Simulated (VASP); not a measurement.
# Y (P6_3/mmc) in VASP: single point with PBEsol

Aim: the single point of Y with PBEsol.

Program: VASP 6.6.1. These are calculated values, not measurements. Logs are shortened: lines on timing, memory, paths and dates and some standing lists are left out, and cuts for length are marked.

### 1 The cell of the first run

The structure is hexagonal, space group P6_3/mmc (No. 194). Conventional cell: a = 3.834 Å, b = 3.834 Å, c = 6.035 Å, α = 90.00°, β = 90.00°, γ = 120.00°. Within 4.9 Å of Y (site symmetry -6m2) lie 12 Y at 3.74 to 3.83 Å.

### 2 Single point, PBEsol (strain +0.050 along x and y, +0.050 along z)

INCAR reads:

```
SYSTEM = Y
PREC     = Accurate       ! precision mode
ENCUT    = 520            ! plane-wave cutoff, eV
EDIFF    = 1E-6           ! SCF threshold, eV
ISMEAR   = 0              ! smearing method
SIGMA    = 0.15           ! smearing width, eV
LREAL    = .FALSE.        ! projectors in reciprocal space
LASPH    = .TRUE.         ! aspherical terms in the spheres
NELM     = 60             ! most SCF steps
ALGO     = Fast           ! electronic algorithm
ISIF     = 2              ! what is computed and relaxed
LWAVE    = .FALSE.        ! write WAVECAR
LCHARG   = .FALSE.        ! write CHGCAR
GGA      = PS             ! functional
NBANDS   = 18             ! bands
```

KPOINTS reads:

```
regular mesh
0
G
  18 18 8
  0 0 0
```

POSCAR reads:

```
Y
1.0
    3.8340741989      0.0000000000      0.0000000000
   -1.9170370994      3.3204056563      0.0000000000
    0.0000000000      0.0000000000      6.0347700000
Y
2
Direct
    0.3333333333      0.6666666667      0.2500000000
    0.6666666667      0.3333333333      0.7500000000
```

Potentials or basis: VASP PAW PBE potentials, release 64 (Y_sv).

Command:

```
cat potpaw_PBE.64/Y_sv/POTCAR > POTCAR
mpirun -np 1 vasp_std > vasp.out
```

OUTCAR:

```text
SYSTEM = Y
   PREC = Accurate
   ENCUT = 520
   EDIFF = 1E-6
   ISMEAR = 0
   LREAL = .FALSE.
   LASPH = .TRUE.
   NELM = 60
   ISIF = 2
   GGA = PS

 ion  position               nearest neighbor table
   1  0.333  0.667  0.250-   2 3.74   2 3.74   2 3.74   2 3.74   2 3.74   2 3.74
   2  0.667  0.333  0.750-   1 3.74   1 3.74   1 3.74   1 3.74   1 3.74   1 3.74

  LATTYP: Found a hexagonal cell.
 ALAT       =     3.8340741989
 C/A-ratio  =     1.5739836234

  Lattice vectors:

 A1 = (   3.8340741989,   0.0000000000,   0.0000000000)
 A2 = (  -1.9170370994,   3.3204056563,   0.0000000000)
 A3 = (   0.0000000000,   0.0000000000,   6.0347700000)

Analysis of symmetry for initial positions (statically):
=====================================================================
 Subroutine PRICEL returns:
 Original cell was already a primitive cell.

 Routine SETGRP: Setting up the symmetry group for a
 hexagonal supercell.

 Subroutine GETGRP returns: Found 24 space group operations
 (whereof 12 operations were pure point group operations)
 out of a pool of 24 trial point group operations.

The static configuration has the point symmetry D_3d.
 The point group associated with its full space group is D_6h.

Analysis of symmetry for dynamics (positions and initial velocities):
=====================================================================
 Subroutine PRICEL returns:
 Original cell was already a primitive cell.

 Routine SETGRP: Setting up the symmetry group for a
 hexagonal supercell.

 Subroutine GETGRP returns: Found 24 space group operations
 (whereof 12 operations were pure point group operations)
 out of a pool of 24 trial point group operations.

The dynamic configuration has the point symmetry D_3d.
 The point group associated with its full space group is D_6h.

 Subroutine INISYM returns: Found 24 space group operations
 (whereof 12 operations are pure point group operations),
 and found     1 'primitive' translations

----------------------------------------------------------------------------------------

                                     Primitive cell

  volume of cell :      76.8267

  direct lattice vectors                    reciprocal lattice vectors
     3.834074199  0.000000000  0.000000000     0.260819157  0.150584010  0.000000000
[... 84 lines left out ...]
   ENCUT  =  520.0 eV  38.22 Ry    6.18 a.u.   7.13  7.13 11.22*2*pi/ulx,y,z
   NELM   =     60;   NELMIN=  2; NELMDL= -5     # of ELM steps
   EDIFF  = 0.1E-05   stopping-criterion for ELM
   LREAL  =      F    real-space projection
   EDIFFG = 0.1E-04   stopping-criterion for IOM
   NSW    =      0    number of steps for IOM
   IBRION =     -1    ionic relax: 0-MD 1-quasi-New 2-CG
   NFREE  =      0    steps in history (QN), initial steepest desc. (CG)
   ISIF   =      2    stress and relaxation
   ISYM   =      2    0-nonsym 1-usesym 2-fastsym
   POTIM  = 0.5000    time-step for ionic-motion
   TEBEG  =    0.0;   TEEND  =   0.0 temperature during run
   PSTRESS=    0.0 pullay stress
   NELECT =      22.0000    total number of electrons
   NUPDOWN=      -1.0000    fix difference up-down
   EMIN   =  10.00;   EMAX   =-10.00  energy-range for DOS
   EFERMI =   0.00;   METHOD = LEGACY
   ISMEAR =     0;   SIGMA  =   0.15  broadening in eV -4-tet -1-fermi 0-gaus
   EFERMI_NEDOS =   21; number of points for ismear=-14 and -15
   IALGO  =     68    algorithm
   IMIX   =      4    mixing-type and parameters
     AMIX     =   0.40;   BMIX     =  1.00
     AMIX_MAG =   1.60;   BMIX_MAG =  1.00
  volume/ion in A,a.u.               =      38.41       259.23
  Fermi-wavevector in a.u.,A,eV,Ry     =   1.079058  2.039125 15.842174  1.164367
  Thomas-Fermi vector in A             =   2.215013
   LORBIT       =      0    0 simple, 1 ext, 2 COOP (PROOUT), +10 PAW based schemes
   GGA     = PS    functional components
   LHFCALC =     F    Hartree Fock is set to
   AEXX    =    0.0000 exact exchange contribution
   IVDW    =     0    specifies the selected vdW correction
   LEPSILON=     F    determine dielectric tensor
   LRPA    =     F    only Hartree local field effects (RPA)
 non-spin polarized calculation
 RMM-DIIS sequential band-by-band and
 Gauss-broadening in eV      SIGMA  =   0.15
  energy-cutoff  :      520.00
  volume of cell :       76.83
 maximum number of plane-waves:      2098
 NGX is ok and might be reduce to    30
   NGX = 15   NGY = 15   NGZ = 23

 number of electron      22.0000001 magnetization

 Free energy of the ion-electron system (eV)
  ---------------------------------------------------
  ext. energy  EPLUGINS =         0.00000000
  ---------------------------------------------------
  free energy    TOTEN  =       -13.33107967 eV

  energy without entropy =      -13.27816771  energy(sigma->0) =      -13.30462369

 E-fermi :   2.1744     XC(G=0):  -8.9418

 val. band max:        2.1631559526   @ k =   0.2778   0.1111   0.0000
 cond. band min:       2.1745404723   @ k =   0.2222   0.1667   0.1250
 fundamental gap:      0.0113845197
 Fermi energy:         2.1743765591

 k-point     1 :       0.0000    0.0000    0.0000
  band No.  band energies     occupation
      1     -40.8459      2.00000
      2     -40.8098      2.00000
      3     -20.9777      2.00000
      4     -20.7039      2.00000
      5     -20.7039      2.00000
      6     -20.6502      2.00000
[... 481 lines left out ...]
      5     -20.8318      2.00000
      6     -20.7827      2.00000
[... 10 lines left out ...]
     17       6.3011      0.00000
     18       6.6745      0.00000

 [... further k-points ...]

------------------------ aborting loop because EDIFF is reached ----------------------------------------

  FORCE on cell =-STRESS in cart. coord.  units (eV):
  Direction    XX          YY          ZZ          XY          YZ          ZX
  --------------------------------------------------------------------------------------
  -------------------------------------------------------------------------------------
  Total       -2.9657822     -2.9657822     -3.2113731     -0.0000000      0.0000000     -0.0000000
  in kB      -61.8496808    -61.8496808    -66.9713376     -0.0000000      0.0000000     -0.0000000
  external PRESSURE =     -63.5568998 kB  Pullay stress =       0.0000000 kB

 VOLUME and BASIS-vectors are now :
 -----------------------------------------------------------------------------
  energy-cutoff  :      520.00
  volume of cell :       76.83
      direct lattice vectors                 reciprocal lattice vectors
     3.834074199  0.000000000  0.000000000     0.260819157  0.150584010  0.000000000
    -1.917037099  3.320405656  0.000000000     0.000000000  0.301168021  0.000000000
     0.000000000  0.000000000  6.034770000     0.000000000  0.000000000  0.165706398

 POSITION                                       TOTAL-FORCE (eV/Angst)
 -----------------------------------------------------------------------------------
     -0.00000      2.21360      1.50869         0.000000     -0.000000      0.000000
      1.91704      1.10680      4.52608        -0.000000      0.000000      0.000000
 -----------------------------------------------------------------------------------
    total drift:                               -0.000000      0.000000     -0.000000

  FREE ENERGIE OF THE ION-ELECTRON SYSTEM (eV)
  ---------------------------------------------------
  free  energy   TOTEN  =       -13.3310796709 eV

  energy  without entropy=      -13.2781677098  energy(sigma->0) =      -13.30462369
```

It took 11 min on 1 thread of Oxide Virtual Turin-like, shared host; peak memory 0.35 GiB.

What came out:

* Free energy: -13.3311 eV
* Pressure: -6.4 GPa
* Band gap on the k mesh: zero (bands 11 and 12 overlap by 1.30 eV)

Stress tensor (GPa, compression positive):
```
-6.18  0.00  0.00
 0.00 -6.18  0.00
 0.00  0.00 -6.70
```

Caveat: the cell differs from its parent crystal (strain +0.050 along x and y, +0.050 along z); the cell stands under tension; the PAW data sets were made with another functional, which shifts forces and pressure a little.
